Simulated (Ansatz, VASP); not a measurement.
# SnTe5 in VASP and in Ansatz

```
CELL_PARAMETERS angstrom
3.77684 0.00000 0.00000
0.00000 3.77684 0.00000
0.00000 0.00000 12.09132
ATOMIC_POSITIONS crystal
Sn 0.50000 0.50000 0.00000
Te 0.50000 0.50000 0.34277
Te 0.50000 0.50000 0.65723
Te 0.00000 0.00000 0.15916
Te 0.00000 0.00000 0.84084
Te 0.00000 0.00000 0.50000
```

Change from the starting cell: species swapped into the Hf5Pb type (P4/mmm, No. 123).

Alike in both runs: functional PBE; k mesh 6 × 6 × 1; occupations gaussian, width 0.1 eV; no spin polarisation.

Ansatz relaxed the structure, and its values are those at the end. VASP's run is a single point on that final structure, the one shown.

```csv
,VASP,Ansatz
version,VASP 6.6.1,Ansatz 0.2.0
potentials or method,"VASP PAW PBE potentials, release 64 (Sn_d, Te), cutoff 520 eV","scalar-relativistic, plane waves, PAW"
valence electrons in the cell,44,94
```

```csv
,VASP,Ansatz,Ansatz less VASP
gap on the k mesh at the Fermi level (eV),none,none,-
pressure (GPa),0.0,0.0,+0.07
rms of the force components (eV/Å),0.008,0.008,+0.0004
```

A gap of «none» marks a metal or a gap that the smearing closes. VASP's potentials hold 44 valence electrons a cell and Ansatz's 94, so a difference there can come from the potentials and not from the codes.

The k mesh is coarse, so the values compare programs but aren't converged. Neither program's run includes spin-orbit coupling.
